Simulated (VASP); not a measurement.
# HgB2H8: single point with PBE

HgB2H8, in a box:

```
Hg B H
1.0
    11.21000    0.00000    0.00000
     0.00000   10.95000    0.00000
     0.00000    0.00000   15.45000
Hg B H
1 2 8
Direct
  0.49993 0.49978 0.49989
  0.50067 0.52367 0.65008
  0.49920 0.47588 0.34971
  0.50982 0.44779 0.70852
  0.58934 0.58859 0.64411
  0.40143 0.57033 0.64689
  0.50880 0.41955 0.60393
  0.49004 0.55176 0.29126
  0.59844 0.42922 0.35289
  0.41053 0.41096 0.35568
  0.49107 0.58000 0.39586
```

```yaml
Program: VASP 6.6.1
Task: single point
Functional: PBE
Potentials_or_basis: VASP PAW PBE potentials, release 64 (Hg, B, H)
Cutoff: 520 eV
k_mesh: 1 × 1 × 1
Occupations: gaussian, width 0.01 eV
Spin: no spin polarisation
Dipole_correction: no
Further_INCAR_settings: ALGO = Normal; EDIFF = 1e-07; NBANDS = 24
```

| Item | Value |
| --- | --- |
| Largest force | 0.310 eV/Å |
| Gap between the frontier levels | 5.33 eV |

Forces on the atoms (eV/Å):
```
Hg   0.000  0.000  0.000
B    0.000  0.042  0.060
B    0.000 -0.042 -0.060
H   -0.030  0.196 -0.238
H   -0.233 -0.169  0.011
H    0.265 -0.128  0.005
H   -0.005  0.063  0.006
H    0.030 -0.196  0.238
H   -0.265  0.128 -0.005
H    0.233  0.169 -0.011
H    0.005 -0.063 -0.006
```

Levels at points of the mesh, in eV from the valence-band top:
| k point | band 11 | band 12 | band 13 | band 14 | band 15 | band 16 |
| --- | --- | --- | --- | --- | --- | --- |
| (0.00, 0.00, 0.00) | -0.45 | -0.15 | 0.00 | 5.33 | 5.83 | 6.34 |

It took 3.4 min on 1 thread of Intel(R) Xeon(R) Platinum 8259CL CPU @ 2.50GHz (Skylake/Cascade Lake), on a shared host, peak memory 1.4 GiB.

Caveat: spin-orbit coupling is left out, which moves the levels of the heavy elements.
